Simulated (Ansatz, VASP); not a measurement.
**One calculation of V, two programs**

Contents of INCAR:

```
SYSTEM = V
PREC     = Accurate       ! precision mode
ENCUT    = 520            ! plane-wave cutoff, eV
EDIFF    = 1E-8           ! SCF threshold, eV
ISMEAR   = -1             ! smearing method
SIGMA    = 0.05           ! smearing width, eV
LREAL    = .FALSE.        ! projectors in reciprocal space
LASPH    = .TRUE.         ! aspherical terms in the spheres
NELM     = 150            ! most SCF steps
ALGO     = Normal         ! electronic algorithm
ISIF     = 2              ! what is computed and relaxed
LWAVE    = .FALSE.        ! write WAVECAR
LCHARG   = .FALSE.        ! write CHGCAR
ISPIN    = 2              ! spin polarisation
MAGMOM   = 1.5            ! initial moments
LORBIT   = 11             ! projections on sites
LMAXMIX  = 4              ! l up to which the mixer works
GGA      = PE             ! functional
LEFG     = .TRUE.       
NBANDS   = 16             ! bands
```

The input KPOINTS:

```
Automatic mesh
0
G
  16 16 16
  0 0 0
```

File POSCAR:

```
V
1.0
   -1.5137079038      1.5137079038      1.5137079038
    1.5137079038     -1.5137079038      1.5137079038
    1.5137079038      1.5137079038     -1.5137079038
V
1
Direct
    0.0000000000      0.0000000000      0.0000000000
```

Input for Ansatz:

```yaml
crystal:
  lattice:
    - [-1.5137079038, 1.5137079038, 1.5137079038]
    - [1.5137079038, -1.5137079038, 1.5137079038]
    - [1.5137079038, 1.5137079038, -1.5137079038]
  atoms:
    - { symbol: V, position: [0.0, 0.0, 0.0], spin: 1.5 }
magnetization:
  spin_polarized: true
kpoints:
  mp_grid: { grid: [16, 16, 16] }
scf:
  occupations: { method: fermi_dirac, width: 0.05 }
hamiltonian:
  xc: pbe
  pseudopotentials: { kind: paw }
output:
  forces: true
  stress: true
  eigenvalues: true
  efg: { contact_densities: true }
```

Change from the starting cell: volume scaled by 1.03, PAW files.

Alike in both runs: task electric field gradients; functional PBE; k mesh 16 × 16 × 16; occupations fermi-dirac, width 0.05 eV; collinear spin.

```csv
,VASP,Ansatz
version,VASP 6.6.1,Ansatz 0.2.0
potentials or method,"VASP PAW PBE potentials, release 64 (V_sv)","PAW with Ansatz's default frozen-core files, scalar-relativistic"
plane-wave cutoff (eV),520,420
valence electrons in the cell,13,13
```

Ansatz gave:

| Property | Result |
| --- | --- |
| pressure (GPa) | -5.0 |
| net moment per atom (μB) | 0.00 |

Question: Which values does VASP return?

Answer: Pressure (GPa): -4.8; net moment per atom (μB): 0.00.

With one functional, cell and mesh, what is left measures potentials, basis and numerics. Ansatz's warnings: seeded moment not kept.
